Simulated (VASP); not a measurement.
P: relaxation of cell and atoms with PBE+D3(BJ)

Crystal: P.

```
P
1.0
     1.65500   -5.25000    0.00000
     1.65500    5.25000    0.00000
     0.00000    0.00000    4.38000
P
4
Direct
  0.09800 0.90200 0.91000
  0.59800 0.40200 0.59000
  0.90200 0.09800 0.09000
  0.40200 0.59800 0.41000
```

```yaml
Program: VASP 6.6.1
Task: relaxation of cell and atoms
Functional: PBE
Dispersion: D3(BJ)
Potentials_or_basis: VASP PAW PBE potentials, release 64 (P)
Cutoff: 600 eV
k_mesh: 6 × 6 × 4
Occupations: gaussian, width 0.1 eV
Spin: no spin polarisation
Dipole_correction: no
Further_INCAR_settings: ALGO = Normal; EDIFF = 1e-07; IBRION = 2; EDIFFG = -0.05; NSW = 100; ISIF = 3
```

The relaxed volume is 17.45 Å³/atom, the relaxed cell is a = 5.333 Å, b = 5.333 Å, c = 4.113 Å, α = 90.00°, β = 90.00°, γ = 143.36° and the space group after relaxing (to 0.05 Å) is Cmce (No. 64). The energy gained by relaxing is 39.0 meV/atom. The ionic steps are 12, the pressure after relaxing is -0.2 GPa and the largest force after relaxing is 0.018 eV/Å. The band gap on the k mesh is zero (band 10 reaches 7.57 eV, above the bottom of band 11 at 7.55 eV). The dispersion energy per atom is -0.402 eV.

Forces on the atoms (eV/Å):
```
P    0.000  0.005  0.017
P    0.000  0.005 -0.017
P    0.000 -0.005 -0.017
P    0.000 -0.005  0.017
```

Stress tensor (GPa, compression positive):
```
-0.37  0.00  0.00
 0.00 -0.06  0.00
 0.00  0.00 -0.12
```

Step by step:
```csv
step,energy change (eV),largest force (eV/Å),pressure (GPa),volume (Å³)
1,0.0000,0.9485,2.72,76.11
2,-0.0535,0.2625,-3.66,79.73
3,-0.0775,0.1893,-1.57,78.42
4,-0.0989,0.0918,-0.95,76.93
5,-0.1016,0.0435,-0.61,76.22
6,-0.1153,0.1404,0.12,74.76
7,-0.1245,0.3201,1.43,72.49
8,-0.1313,0.2861,1.20,72.21
9,-0.1465,0.1802,0.55,71.37
10,-0.1548,0.0433,-0.56,69.67
11,-0.1555,0.0082,-0.33,70.05
12,-0.1560,0.0176,-0.18,69.80
```

Final structure:
```
P
1.0
     1.67618   -5.06229    0.00000
     1.67618    5.06229    0.00000
     0.00000    0.00000    4.11314
P
4
Direct
  0.10690 0.89310 0.92923
  0.60690 0.39310 0.57077
  0.89310 0.10690 0.07077
  0.39310 0.60690 0.42923
```

Levels at points of the mesh, in eV from the Fermi level:
```tsv
k point	band 8	band 9	band 10	band 11	band 12	band 13
(0.00, 0.00, 0.00)	-2.80	-2.78	-1.34	1.16	1.19	1.79
(0.50, 0.00, 0.00)	-3.17	-2.64	-2.64	0.81	0.81	1.18
(0.50, 0.50, 0.00)	-2.25	-1.80	-0.35	0.34	0.66	2.36
(0.00, 0.00, 0.50)	-3.19	-0.86	-0.86	1.35	1.35	2.04
(0.50, 0.00, 0.50)	-5.77	-2.12	-2.12	1.62	1.62	4.95
(0.50, 0.50, 0.50)	-2.37	-1.23	-1.23	1.29	1.29	2.77
```

Wall time 8 min on 1 thread of Intel(R) Xeon(R) Platinum 8488C (Sapphire Rapids), with other jobs on the host, peak memory 0.29 GiB.

Caveat: pairwise dispersion overbinds metals, which lowers pressure and volume; the relaxation stopped at a loose force limit of 0.05 eV/Å, so its end isn't a converged minimum.
